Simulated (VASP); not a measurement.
# Ta4F in VASP: single point with LDA

Aim: the single point of Ta4F with LDA.

Program: VASP 6.6.1. These are calculated values, not measurements. Logs are shortened: lines on timing, memory, paths and dates and some standing lists are left out, and cuts for length are marked.

### 1 The cell of the first run

The cell holds a slab with vacuum, 5 atoms: a = 3.253 Å, b = 3.253 Å, c = 20.213 Å, α = 90.00°, β = 90.00°, γ = 90.00°.

### 2 Single point, LDA

File INCAR:

```
  PREC = Accurate
  ENCUT = 520
  EDIFF = 1E-6
  ISMEAR = 0
  SIGMA = 0.1
  LREAL = F
  LASPH = T
  NELM = 120
  ALGO = Normal
  ISIF = 2
  LWAVE = F
  LCHARG = F
  LDIPOL = T
  IDIPOL = 3
  DIPOL = 0.5 0.5 0.358
  GGA = CA
  NBANDS = 38
  GGA_COMPAT = F
  NELMDL = -8
```

File KPOINTS:

```
Automatic mesh
0
Gamma
  8 8 1
```

File POSCAR:

```
Ta4F
1.0
    3.2528501167      0.0000000000      0.0000000000
    0.0000000000      3.2528501167      0.0000000000
    0.0000000000      0.0000000000     20.2133955742
Ta F
4 1
Direct
    0.5000000000      0.5000000000      0.1978885727
    0.0000000000      0.0000000000      0.2783513061
    0.5000000000      0.5000000000      0.3580225065
    0.0000000000      0.0000000000      0.4310703534
    0.0000000000      0.0000000000      0.5223634730
```

Potentials or basis: VASP PAW LDA potentials, release 64 (Ta_sv_GW, F).

Run with:

```bash
$ cat potpaw_LDA.64/Ta_sv_GW/POTCAR potpaw_LDA.64/F/POTCAR > POTCAR
$ mpirun -np 1 vasp_std > vasp.out
```

OUTCAR:

```text
PREC = Accurate
   ENCUT = 520
   EDIFF = 1E-6
   ISMEAR = 0
   LREAL = F
   LASPH = T
   NELM = 120
   ISIF = 2
   GGA = CA
   NELMDL = -8

 ion  position               nearest neighbor table
   1  0.500  0.500  0.198-   2 2.82   2 2.82   2 2.82   2 2.82   3 3.24
   2  0.000  0.000  0.278-   3 2.81   3 2.81   3 2.81   3 2.81   1 2.82   1 2.82   1 2.82   1 2.82
                             4 3.09
   3  0.500  0.500  0.358-   4 2.73   4 2.73   4 2.73   4 2.73   2 2.81   2 2.81   2 2.81   2 2.81
                             1 3.24
   4  0.000  0.000  0.431-   5 1.85   3 2.73   3 2.73   3 2.73   3 2.73   2 3.09
   5  0.000  0.000  0.522-   4 1.85

  LATTYP: Found a simple tetragonal cell.
 ALAT       =     3.2528501167
 C/A-ratio  =     6.2140568575

  Lattice vectors:

 A1 = (   3.2528501167,   0.0000000000,   0.0000000000)
 A2 = (   0.0000000000,   3.2528501167,   0.0000000000)
 A3 = (   0.0000000000,   0.0000000000,  20.2133955742)

Analysis of symmetry for initial positions (statically):
=====================================================================
 Subroutine PRICEL returns:
 Original cell was already a primitive cell.

 Routine SETGRP: Setting up the symmetry group for a
 simple tetragonal supercell.

 Subroutine GETGRP returns: Found  8 space group operations
 (whereof  8 operations were pure point group operations)
 out of a pool of 16 trial point group operations.

The static configuration has the point symmetry C_4v.

Analysis of symmetry for dynamics (positions and initial velocities):
=====================================================================
 Subroutine PRICEL returns:
 Original cell was already a primitive cell.

 Routine SETGRP: Setting up the symmetry group for a
 simple tetragonal supercell.

 Subroutine GETGRP returns: Found  8 space group operations
 (whereof  8 operations were pure point group operations)
 out of a pool of 16 trial point group operations.

The dynamic configuration has the point symmetry C_4v.

 Subroutine INISYM returns: Found  8 space group operations
 (whereof  8 operations are pure point group operations),
 and found     1 'primitive' translations

----------------------------------------------------------------------------------------

                                     Primitive cell

  volume of cell :     213.8786

  direct lattice vectors                    reciprocal lattice vectors
     3.252850117  0.000000000  0.000000000     0.307422711  0.000000000  0.000000000
     0.000000000  3.252850117  0.000000000     0.000000000  0.307422711  0.000000000
     0.000000000  0.000000000 20.213395574     0.000000000  0.000000000  0.049472143

  length of vectors
     3.252850117  3.252850117 20.213395574     0.307422711  0.307422711  0.049472143

  position of ions in fractional coordinates (direct lattice)
     0.500000000  0.500000000  0.197888573
     0.000000000  0.000000000  0.278351306
     0.500000000  0.500000000  0.358022506
     0.000000000  0.000000000  0.431070353
     0.000000000  0.000000000  0.522363473

  ion indices of the primitive-cell ions
   primitive index   ion index
                 1           1
                 2           2
                 3           3
                 4           4
                 5           5

----------------------------------------------------------------------------------------

 KPOINTS: Automatic mesh

Automatic generation of k-mesh.
 Grid dimensions read from file:
 generate k-points for:    8    8    1

 Generating k-lattice:

  Cartesian coordinates                     Fractional coordinates (reciprocal lattice)
     0.038427839  0.000000000  0.000000000     0.125000000  0.000000000  0.000000000
     0.000000000  0.038427839  0.000000000     0.000000000  0.125000000  0.000000000
     0.000000000  0.000000000  0.049472143     0.000000000  0.000000000  1.000000000

  Length of vectors
     0.038427839  0.038427839  0.049472143

  Shift w.r.t. Gamma in fractional coordinates (k-lattice)
     0.000000000  0.000000000  0.000000000

 Subroutine IBZKPT returns following result:
 ===========================================

 Found     15 irreducible k-points:

 Following reciprocal coordinates:
            Coordinates               Weight
  0.000000  0.000000  0.000000      1.000000
  0.125000  0.000000  0.000000      4.000000
  0.250000  0.000000  0.000000      4.000000
  0.375000  0.000000  0.000000      4.000000
  0.500000  0.000000  0.000000      2.000000
  0.125000  0.125000  0.000000      4.000000
  0.250000  0.125000  0.000000      8.000000
  0.375000  0.125000  0.000000      8.000000
  0.500000  0.125000  0.000000      4.000000
  0.250000  0.250000  0.000000      4.000000
  0.375000  0.250000  0.000000      8.000000
  0.500000  0.250000  0.000000      4.000000
  0.375000  0.375000  0.000000      4.000000
  0.500000  0.375000  0.000000      4.000000
  0.500000  0.500000  0.000000      1.000000
   k-points           NKPTS =     15   k-points in BZ     NKDIM =     15   number of bands    NBANDS=     38
   number of dos      NEDOS =    301   number of ions     NIONS =      5
   total plane-waves  NPLWV =  86400
   dimension x,y,z NGX =    24 NGY =   24 NGZ =  150
   dimension x,y,z NGXF=    48 NGYF=   48 NGZF=  300
   ions per type =               4   1
   NGX,Y,Z   is equivalent  to a cutoff of  12.27, 12.27, 12.34 a.u.
   NGXF,Y,Z  is equivalent  to a cutoff of  24.53, 24.53, 24.67 a.u.
 SYSTEM =  unknown system
   PREC   = accura    normal or accurate (medium, high low for compatibility)
   ISTART =      0    job   : 0-new  1-cont  2-samecut
   ICHARG =      2    charge: 1-file 2-atom 10-const
   ISPIN  =      1    spin polarized calculation?
   LNONCOLLINEAR =      F non collinear calculations
   LSORBIT =      F    spin-orbit coupling
   LASPH  =      T    aspherical Exc in radial PAW
   ENCUT  =  520.0 eV  38.22 Ry    6.18 a.u.   6.05  6.05 37.58*2*pi/ulx,y,z
   NELM   =    120;   NELMIN=  2; NELMDL= -8     # of ELM steps
   EDIFF  = 0.1E-05   stopping-criterion for ELM
   LREAL  =      F    real-space projection
   EDIFFG = 0.1E-04   stopping-criterion for IOM
   NSW    =      0    number of steps for IOM
   IBRION =     -1    ionic relax: 0-MD 1-quasi-New 2-CG
   NFREE  =      0    steps in history (QN), initial steepest desc. (CG)
   ISIF   =      2    stress and relaxation
   ISYM   =      2    0-nonsym 1-usesym 2-fastsym
   POTIM  = 0.5000    time-step for ionic-motion
   TEBEG  =    0.0;   TEEND  =   0.0 temperature during run
   PSTRESS=    0.0 pullay stress
   NELECT =      59.0000    total number of electrons
   NUPDOWN=      -1.0000    fix difference up-down
   EMIN   =  10.00;   EMAX   =-10.00  energy-range for DOS
   EFERMI =   0.00;   METHOD = LEGACY
   ISMEAR =     0;   SIGMA  =   0.10  broadening in eV -4-tet -1-fermi 0-gaus
   EFERMI_NEDOS =   21; number of points for ismear=-14 and -15
   IALGO  =     38    algorithm
   IMIX   =      4    mixing-type and parameters
     AMIX     =   0.40;   BMIX     =  1.00
     AMIX_MAG =   1.60;   BMIX_MAG =  1.00
  volume/ion in A,a.u.               =      42.78       288.66
  Fermi-wavevector in a.u.,A,eV,Ry     =   1.065703  2.013888 15.452461  1.135724
  Thomas-Fermi vector in A             =   2.201264
   LORBIT       =      0    0 simple, 1 ext, 2 COOP (PROOUT), +10 PAW based schemes
   GGA     = CA    functional components
   LHFCALC =     F    Hartree Fock is set to
   AEXX    =    0.0000 exact exchange contribution
   IVDW    =     0    specifies the selected vdW correction
   LEPSILON=     F    determine dielectric tensor
   LRPA    =     F    only Hartree local field effects (RPA)
 non-spin polarized calculation
 Gauss-broadening in eV      SIGMA  =   0.10
  energy-cutoff  :      520.00
  volume of cell :      213.88
 maximum number of plane-waves:      5812
   NGX = 13   NGY = 13   NGZ = 75

 dipolmoment           0.000000      0.000000     -0.034597 electrons x Angstroem

 number of electron      58.9999983 magnetization

 dipolmoment           0.000000      0.000000      0.156906 electrons x Angstroem

 Free energy of the ion-electron system (eV)
  ---------------------------------------------------
  ext. energy  EPLUGINS =         0.00000000
  ---------------------------------------------------
  free energy    TOTEN  =       -63.94891333 eV

  energy without entropy =      -63.93074711  energy(sigma->0) =      -63.93983022

 E-fermi :   0.2004     XC(G=0):  -5.8730

 val. band max:        0.1996730776   @ k =   0.3750   0.1250   0.0000
 cond. band min:       0.3118319436   @ k =   0.5000   0.0000   0.0000
 fundamental gap:      0.1121588660
 Fermi energy:         0.2003620836

 k-point     1 :       0.0000    0.0000    0.0000
  band No.  band energies     occupation
      1     -67.7473      2.00000
      2     -67.5225      2.00000
      3     -66.6845      2.00000
      4     -66.2931      2.00000
      5     -34.7316      2.00000
      6     -34.5023      2.00000
[... 30 lines left out ...]
     37       2.9486      0.00000
     38       4.1778      0.00000

 k-point     2 :       0.1250    0.0000    0.0000
  band No.  band energies     occupation
      1     -67.7454      2.00000
      2     -67.5202      2.00000
      3     -66.6820      2.00000
      4     -66.2942      2.00000
      5     -34.7407      2.00000
      6     -34.5068      2.00000
[... 30 lines left out ...]
     37       3.1190      0.00000
     38       3.8021      0.00000

 k-point     3 :       0.2500    0.0000    0.0000
  band No.  band energies     occupation
      1     -67.7409      2.00000
      2     -67.5146      2.00000
      3     -66.6760      2.00000
      4     -66.2970      2.00000
      5     -34.7653      2.00000
      6     -34.5242      2.00000
[... 30 lines left out ...]
     37       3.2976      0.00000
     38       3.4128      0.00000

 k-point     4 :       0.3750    0.0000    0.0000
  band No.  band energies     occupation
      1     -67.7365      2.00000
      2     -67.5090      2.00000
      3     -66.6699      2.00000
      4     -66.2999      2.00000
      5     -34.7933      2.00000
      6     -34.5699      2.00000
[... 30 lines left out ...]
     37       3.4655      0.00000
     38       3.4687      0.00000
[... 334 lines left out ...]
      4     -66.2933      2.00000
      5     -34.7031      2.00000
      6     -34.5637      2.00000
[... 30 lines left out ...]
     37       4.3724      0.00000
     38       4.5861      0.00000

 k-point    14 :       0.5000    0.3750    0.0000
  band No.  band energies     occupation
      1     -67.7267      2.00000
      2     -67.4985      2.00000
      3     -66.6587      2.00000
      4     -66.2922      2.00000
      5     -34.6868      2.00000
      6     -34.5931      2.00000
[... 30 lines left out ...]
     37       4.3501      0.00000
     38       4.6980      0.00000

 k-point    15 :       0.5000    0.5000    0.0000
  band No.  band energies     occupation
      1     -67.7254      2.00000
      2     -67.4970      2.00000
      3     -66.6572      2.00000
      4     -66.2906      2.00000
      5     -34.6548      2.00000
      6     -34.6052      2.00000
[... 30 lines left out ...]
     37       4.3892      0.00000
     38       4.4731      0.00000

------------------------ aborting loop because EDIFF is reached ----------------------------------------

 vacuum level on the upper side and lower side of the slab       (xc-potential included)         1.111        -1.617

  FORCE on cell =-STRESS in cart. coord.  units (eV):
  Direction    XX          YY          ZZ          XY          YZ          ZX
  --------------------------------------------------------------------------------------
  -------------------------------------------------------------------------------------
  Total       -3.1463758     -3.1463758      1.7598890      0.0000000     -0.0000000      0.0000000
  in kB      -23.5696859    -23.5696859     13.1834322      0.0000000     -0.0000000      0.0000000
  external PRESSURE =     -11.3186465 kB  Pullay stress =       0.0000000 kB

 VOLUME and BASIS-vectors are now :
 -----------------------------------------------------------------------------
  energy-cutoff  :      520.00
  volume of cell :      213.88
      direct lattice vectors                 reciprocal lattice vectors
     3.252850117  0.000000000  0.000000000     0.307422711  0.000000000  0.000000000
     0.000000000  3.252850117  0.000000000     0.000000000  0.307422711  0.000000000
     0.000000000  0.000000000 20.213395574     0.000000000  0.000000000  0.049472143

 POSITION                                       TOTAL-FORCE (eV/Angst)
 -----------------------------------------------------------------------------------
      1.62643      1.62643      4.00000        -0.000000      0.000000      0.788592
      0.00000      0.00000      5.62643         0.000000     -0.000000     -1.117240
      1.62643      1.62643      7.23685        -0.000000     -0.000000     -1.258930
      0.00000      0.00000      8.71340         0.000000     -0.000000      1.325900
      0.00000      0.00000     10.55874        -0.000000     -0.000000      0.261677
 -----------------------------------------------------------------------------------
    total drift:                                0.000000      0.000000      0.000780

  FREE ENERGIE OF THE ION-ELECTRON SYSTEM (eV)
  ---------------------------------------------------
  free  energy   TOTEN  =       -63.9489133283 eV

  energy  without entropy=      -63.9307471078  energy(sigma->0) =      -63.93983022

 vacuum level on the upper side and lower side of the slab         6.954         4.198
```

Run time: 6.4 min. Hardware: 1 thread of Intel Xeon Platinum 8488C (Sapphire Rapids), shared host; peak memory 0.29 GiB.

Results:

```
Free energy            : -63.9489 eV
Largest force          : 1.326 eV/Å
Band gap on the k mesh : zero (an odd number of electrons rules out a gap without spin polarisation)
```

Forces in eV/Å, atoms in the order of the input:
```
Ta   0.000  0.000  0.789
Ta   0.000  0.000 -1.117
Ta   0.000  0.000 -1.259
Ta   0.000  0.000  1.326
F    0.000  0.000  0.262
```

Caveat: spin-orbit coupling is left out, which moves the levels of the heavy elements.

The gap in the log of VASP goes by the Fermi energy; the results here count the filled bands.